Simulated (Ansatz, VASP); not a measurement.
# AlSi16 in VASP and in Ansatz

```
Si Al
1.0
     0.00000    5.43000    5.43000
     5.43000    0.00000    5.43000
     5.43000    5.43000    0.00000
Si Al
16 1
Direct
  0.99865 0.99867 0.00134
  0.12027 0.12020 0.13941
  0.99945 0.99983 0.50053
  0.12041 0.12035 0.62021
  0.99866 0.50131 0.00132
  0.12945 0.62345 0.12358
  0.99866 0.50129 0.49876
  0.12056 0.63862 0.62037
  0.50128 0.99870 0.00130
  0.62344 0.12936 0.12363
  0.50125 0.99870 0.49877
  0.63820 0.12066 0.62054
  0.50013 0.50004 0.99988
  0.62349 0.62355 0.12368
  0.50122 0.50124 0.49879
  0.62354 0.62360 0.62921
  0.24913 0.24973 0.75085
```

Alike in both runs: functional PBEsol; k mesh 2 × 2 × 2; occupations fermi-dirac, width 0.02 eV; collinear spin.

Ansatz relaxed the structure, and its values are those at the end. VASP's run is a single point on that final structure, the one shown.

|  | VASP | Ansatz |
| --- | --- | --- |
| version | VASP 6.6.1 | Ansatz 0.2.0 |
| potentials or method | VASP PAW PBE potentials, release 64 (Si, Al), cutoff 520 eV | scalar-relativistic, plane waves, PAW |
| valence electrons in the cell | 67 | 67 |

```tsv
	VASP	Ansatz	Ansatz less VASP
rms of the force components (eV/Å)	0.031	0.031	+0.0001
net moment per atom (μB)	0.00	0.00	0.000
```

VASP's potentials were made for PBE, not for PBEsol, and Ansatz warns of the same on its side. With one functional, cell and mesh, what is left measures potentials, basis and numerics. Ansatz's warnings: seeded moment not kept.

The k mesh is coarse, so the values compare programs but aren't converged.
